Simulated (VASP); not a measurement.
# Ag (Pm-3m) in VASP: further runs

The runs below take Ag through single point, relaxation of cell and atoms, with PBEsol.

Everything below comes from runs of VASP 6.6.1. Logs are shortened: lines on timing, memory, paths and dates and some standing lists are left out, and cuts for length are marked.

### 1 The cell of the first run

It takes space group Pm-3m (No. 221, cubic). Conventional cell: a = 2.685 Å, b = 2.685 Å, c = 2.685 Å, α = 90.00°, β = 90.00°, γ = 90.00°. Ag (site symmetry m-3m) has 6 Ag at 2.69 Å within 3.5 Å.

### 2 Single point, PBEsol

Contents of INCAR:

```
PREC = Accurate
ENCUT = 520
EDIFF = 1E-6
ISMEAR = 0
SIGMA = 0.001
LREAL = F
LASPH = T
NELM = 60
ALGO = Normal
ISIF = 2
LWAVE = F
LCHARG = F
GGA = PS
NBANDS = 12
```

Contents of KPOINTS:

```
Automatic mesh
0
Gamma
  16 16 16
```

Contents of POSCAR:

```
Ag
1.0
    2.6853619988      0.0000000000      0.0000000000
    0.0000000000      2.6853619988      0.0000000000
    0.0000000000      0.0000000000      2.6853619988
Ag
1
Direct
    0.0000000000      0.0000000000      0.0000000000
```

Potentials or basis: VASP PAW PBE potentials, release 64 (Ag).

Run with:

```bash
cat potpaw_PBE.64/Ag/POTCAR > POTCAR
mpirun -np 1 vasp_std > vasp.out
```

OUTCAR:

```text
PREC = Accurate
   ENCUT = 520
   EDIFF = 1E-6
   ISMEAR = 0
   LREAL = F
   LASPH = T
   NELM = 60
   ISIF = 2
   GGA = PS

 ion  position               nearest neighbor table
   1  0.000  0.000  0.000-

  LATTYP: Found a simple cubic cell.
 ALAT       =     2.6853619988

  Lattice vectors:

 A1 = (   2.6853619988,   0.0000000000,   0.0000000000)
 A2 = (   0.0000000000,   2.6853619988,   0.0000000000)
 A3 = (   0.0000000000,   0.0000000000,   2.6853619988)

Analysis of symmetry for initial positions (statically):
=====================================================================
 Subroutine PRICEL returns:
 Original cell was already a primitive cell.

 Routine SETGRP: Setting up the symmetry group for a
 simple cubic supercell.

 Subroutine GETGRP returns: Found 48 space group operations
 (whereof 48 operations were pure point group operations)
 out of a pool of 48 trial point group operations.

The static configuration has the point symmetry O_h .

Analysis of symmetry for dynamics (positions and initial velocities):
=====================================================================
 Subroutine PRICEL returns:
 Original cell was already a primitive cell.

 Routine SETGRP: Setting up the symmetry group for a
 simple cubic supercell.

 Subroutine GETGRP returns: Found 48 space group operations
 (whereof 48 operations were pure point group operations)
 out of a pool of 48 trial point group operations.

The dynamic configuration has the point symmetry O_h .

 Subroutine INISYM returns: Found 48 space group operations
 (whereof 48 operations are pure point group operations),
 and found     1 'primitive' translations

----------------------------------------------------------------------------------------

                                     Primitive cell

  volume of cell :      19.3646

  direct lattice vectors                    reciprocal lattice vectors
     2.685361999  0.000000000  0.000000000     0.372389272  0.000000000  0.000000000
     0.000000000  2.685361999  0.000000000     0.000000000  0.372389272  0.000000000
     0.000000000  0.000000000  2.685361999     0.000000000  0.000000000  0.372389272

  length of vectors
     2.685361999  2.685361999  2.685361999     0.372389272  0.372389272  0.372389272

  position of ions in fractional coordinates (direct lattice)
     0.000000000  0.000000000  0.000000000

  ion indices of the primitive-cell ions
   primitive index   ion index
                 1           1
[... 74 lines left out ...]
   EDIFFG = 0.1E-04   stopping-criterion for IOM
   NSW    =      0    number of steps for IOM
   IBRION =     -1    ionic relax: 0-MD 1-quasi-New 2-CG
   NFREE  =      0    steps in history (QN), initial steepest desc. (CG)
   ISIF   =      2    stress and relaxation
   ISYM   =      2    0-nonsym 1-usesym 2-fastsym
   POTIM  = 0.5000    time-step for ionic-motion
   TEBEG  =    0.0;   TEEND  =   0.0 temperature during run
   PSTRESS=    0.0 pullay stress
   NELECT =      11.0000    total number of electrons
   NUPDOWN=      -1.0000    fix difference up-down
   EMIN   =  10.00;   EMAX   =-10.00  energy-range for DOS
   EFERMI =   0.00;   METHOD = LEGACY
   ISMEAR =     0;   SIGMA  =   0.00  broadening in eV -4-tet -1-fermi 0-gaus
   EFERMI_NEDOS =   21; number of points for ismear=-14 and -15
   IALGO  =     38    algorithm
   IMIX   =      4    mixing-type and parameters
     AMIX     =   0.40;   BMIX     =  1.00
     AMIX_MAG =   1.60;   BMIX_MAG =  1.00
  volume/ion in A,a.u.               =      19.36       130.68
  Fermi-wavevector in a.u.,A,eV,Ry     =   1.355823  2.562133 25.010979  1.838255
  Thomas-Fermi vector in A             =   2.482878
   LORBIT       =      0    0 simple, 1 ext, 2 COOP (PROOUT), +10 PAW based schemes
   GGA     = PS    functional components
   LHFCALC =     F    Hartree Fock is set to
   AEXX    =    0.0000 exact exchange contribution
   IVDW    =     0    specifies the selected vdW correction
   LEPSILON=     F    determine dielectric tensor
   LRPA    =     F    only Hartree local field effects (RPA)
 non-spin polarized calculation
 Gauss-broadening in eV      SIGMA  =   0.00
  energy-cutoff  :      520.00
  volume of cell :       19.36
 maximum number of plane-waves:       552
 NGX is ok and might be reduce to    20
   NGX =  9   NGY =  9   NGZ =  9

 number of electron      10.9999989 magnetization

 Free energy of the ion-electron system (eV)
  ---------------------------------------------------
  ext. energy  EPLUGINS =         0.00000000
  ---------------------------------------------------
  free energy    TOTEN  =        -2.91018881 eV

  energy without entropy =       -2.91018312  energy(sigma->0) =       -2.91018596

 E-fermi :   6.4458     XC(G=0): -11.5792

 val. band max:        6.4042788763   @ k =   0.4375   0.1875   0.0625
 cond. band min:       6.4461867725   @ k =   0.3750   0.2500   0.1875
 fundamental gap:      0.0419078962
 Fermi energy:         6.4457989087

 k-point     1 :       0.0000    0.0000    0.0000
  band No.  band energies     occupation
      1      -0.3145      2.00000
      2       0.5004      2.00000
      3       0.5004      2.00000
      4       3.8005      2.00000
      5       3.8005      2.00000
      6       3.8005      2.00000
      7      20.9222      0.00000
      8      20.9222      0.00000
      9      20.9222      0.00000
     10      26.3287      0.00000
     11      26.3287      0.00000
     12      26.7657      0.00000
[... 331 lines left out ...]
 k-point    24 :       0.5000    0.1250    0.0000
  band No.  band energies     occupation
      1       0.9607      2.00000
      2       1.5014      2.00000
      3       2.2018      2.00000
      4       2.7516      2.00000
      5       3.7437      2.00000
      6       6.5144      0.00000
      7       8.5497      0.00000
      8      22.7920      0.00000
      9      23.9272      0.00000
     10      25.2540      0.00000
     11      27.1144      0.00000
     12      30.2978      0.00000

 [... further k-points ...]
[... 5 lines left out ...]
  --------------------------------------------------------------------------------------
  -------------------------------------------------------------------------------------
  Total       -0.0282878     -0.0282878     -0.0282878      0.0000000     -0.0000000      0.0000000
  in kB       -2.3404607     -2.3404607     -2.3404607      0.0000000     -0.0000000      0.0000000
  external PRESSURE =      -2.3404607 kB  Pullay stress =       0.0000000 kB

 VOLUME and BASIS-vectors are now :
 -----------------------------------------------------------------------------
  energy-cutoff  :      520.00
  volume of cell :       19.36
      direct lattice vectors                 reciprocal lattice vectors
     2.685361999  0.000000000  0.000000000     0.372389272  0.000000000  0.000000000
     0.000000000  2.685361999  0.000000000     0.000000000  0.372389272  0.000000000
     0.000000000  0.000000000  2.685361999     0.000000000  0.000000000  0.372389272

 POSITION                                       TOTAL-FORCE (eV/Angst)
 -----------------------------------------------------------------------------------
      0.00000      0.00000      0.00000         0.000000      0.000000      0.000000
 -----------------------------------------------------------------------------------
    total drift:                               -0.000000      0.000000     -0.000000

  FREE ENERGIE OF THE ION-ELECTRON SYSTEM (eV)
  ---------------------------------------------------
  free  energy   TOTEN  =        -2.9101888080 eV

  energy  without entropy=       -2.9101831198  energy(sigma->0) =       -2.91018596
```

OSZICAR:

```text
N       E                     dE             d eps       ncg     rms          rms(c)
DAV:   1     0.513740702142E+02    0.51374E+02   -0.54426E+03  4024   0.814E+02
DAV:   2    -0.241637040702E+01   -0.53790E+02   -0.50712E+02  4548   0.189E+02
DAV:   3    -0.320186013349E+01   -0.78549E+00   -0.78519E+00  4608   0.246E+01
DAV:   4    -0.320438703553E+01   -0.25269E-02   -0.25268E-02  4400   0.143E+00
DAV:   5    -0.320440993133E+01   -0.22896E-04   -0.22895E-04  4676   0.125E-01    0.482E+00
DAV:   6    -0.292211462821E+01    0.28230E+00   -0.11699E+00  4324   0.943E+00    0.297E+00
DAV:   7    -0.291379276403E+01    0.83219E-02   -0.82258E-03  4412   0.861E-01    0.170E+00
DAV:   8    -0.291017625568E+01    0.36165E-02   -0.98737E-04  4372   0.218E-01    0.698E-02
DAV:   9    -0.291018603356E+01   -0.97779E-05   -0.14306E-05  4440   0.273E-02    0.119E-02
DAV:  10    -0.291018905502E+01   -0.30215E-05   -0.29610E-06  4596   0.141E-02    0.362E-03
DAV:  11    -0.291018880798E+01    0.24704E-06   -0.12189E-07  2328   0.287E-03
   1 F= -.29101888E+01 E0= -.29101860E+01  d E =-.568816E-05
```

stdout:

```text
POSCAR found type information on POSCAR Ag
 POSCAR found :  1 types and       1 ions
 scaLAPACK will be used
 -----------------------------------------------------------------------------
|                                                                             |
|                                                                             |
|     You enforced a specific xc type in the INCAR file but a different       |
|     I HOPE YOU KNOW WHAT YOU ARE DOING!                                     |
|                                                                             |
 -----------------------------------------------------------------------------

 LDA part: xc-table for (Slater+PW92), standard interpolation
 POSCAR, INCAR and KPOINTS ok, starting setup
 FFT: planning ... GRIDC
 FFT: planning ... GRID_SOFT
 FFT: planning ... GRID
 WAVECAR not read
 entering main loop
```

It took 15 s on 1 thread of AMD EPYC 9R45 (Zen 5), shared host; peak memory 0.12 GiB.

What came out:

```
Free energy : -2.9102 eV
Pressure    : -0.2 GPa
```

Levels at points of the mesh, in eV from the Fermi level:
```csv
k point,band 3,band 4,band 5,band 6,band 7,band 8
"(0.00, 0.00, 0.00)",-5.95,-2.65,-2.65,-2.65,14.48,14.48
"(0.50, 0.00, 0.00)",-3.72,-3.72,-2.55,-0.66,2.01,17.32
"(0.50, 0.50, 0.00)",-3.53,-3.53,-1.80,3.95,3.95,8.10
"(0.50, 0.50, 0.50)",-5.35,-1.74,-1.74,8.87,8.87,8.87
```

Caveat: the PAW data sets were made with another functional, which shifts forces and pressure a little.

### 3 Relaxation of cell and atoms, PBEsol

This run uses another cell than the first one, of 17.97 Å³/atom, 0.928 times its volume.

Contents of INCAR:

```
SYSTEM = Ag
ALGO     = Normal         ! electronic algorithm
EDIFF    = 1E-6           ! SCF threshold, eV
EDIFFG   = -0.005         ! ionic threshold
ENCUT    = 600            ! plane-wave cutoff, eV
GGA      = PS             ! functional
IBRION   = 2              ! ionic algorithm
ISIF     = 3              ! what is computed and relaxed
ISMEAR   = -1             ! smearing method
LASPH    = .True.         ! aspherical terms in the spheres
LCHARG   = .False.        ! write CHGCAR
LREAL    = .False.        ! projectors in reciprocal space
LWAVE    = .False.        ! write WAVECAR
NELM     = 60             ! most SCF steps
NSW      = 60             ! ionic steps
PREC     = Accurate       ! precision mode
SIGMA    = 0.05           ! smearing width, eV
```

Contents of KPOINTS:

```
k-points
0
Gamma
  16 16 16
  0 0 0
```

Contents of POSCAR:

```
Ag
1.0
    2.6191330193      0.0000000000      0.0000000000
    0.0000000000      2.6191330193      0.0000000000
    0.0000000000      0.0000000000      2.6191330193
Ag
1
Direct
    0.0000000000      0.0000000000      0.0000000000
```

Potentials or basis: VASP PAW PBE potentials, release 64 (Ag).

Run with:

```bash
cat potpaw_PBE.64/Ag/POTCAR > POTCAR
mpirun -np 1 vasp_std > vasp.out
```

It took 37 s on 1 thread of AMD EPYC 9R45 (Zen 5), shared host; peak memory 0.14 GiB.

It converged, with:

```
Free energy                            : -2.9109 eV
Relaxed volume                         : 19.31 Å³/atom
Relaxed cell                           : a = 2.683 Å, b = 2.683 Å, c = 2.683 Å, α = 90.00°, β = 90.00°, γ = 90.00°
Space group after relaxing (to 0.05 Å) : Pm-3m (No. 221)
Energy gained by relaxing              : 30.1 meV/atom
Ionic steps                            : 3
Pressure after relaxing                : 0.0 GPa
```

The path:
| step | energy change (eV) | largest force (eV/Å) | pressure (GPa) | volume (Å³) |
| --- | --- | --- | --- | --- |
| 1 | 0.0000 | 0.0000 | 7.79 | 17.97 |
| 2 | -0.0167 | 0.0000 | -3.97 | 20.34 |
| 3 | -0.0301 | 0.0000 | 0.00 | 19.31 |

Final structure:
```
Ag
1.0
     2.68294    0.00000    0.00000
     0.00000    2.68294    0.00000
     0.00000    0.00000    2.68294
Ag
1
Direct
  0.00000 0.00000 0.00000
```

Levels at points of the mesh, in eV from the Fermi level:
| k point | band 1 | band 2 | band 3 | band 4 | band 5 | band 6 | band 7 | band 8 | band 9 |
| --- | --- | --- | --- | --- | --- | --- | --- | --- | --- |
| (0.00, 0.00, 0.00) | -6.79 | -5.97 | -5.97 | -2.66 | -2.66 | -2.66 | 14.48 | 14.48 | 14.48 |
| (0.50, 0.00, 0.00) | -5.64 | -5.34 | -3.74 | -3.74 | -2.56 | -0.68 | 2.01 | 17.31 | 19.41 |
| (0.50, 0.50, 0.00) | -5.97 | -5.12 | -3.55 | -3.55 | -1.81 | 3.94 | 3.94 | 8.12 | 9.91 |
| (0.50, 0.50, 0.50) | -5.38 | -5.38 | -5.38 | -1.75 | -1.75 | 8.87 | 8.87 | 8.87 | 10.25 |

Caveat: the PAW data sets were made with another functional, which shifts forces and pressure a little.
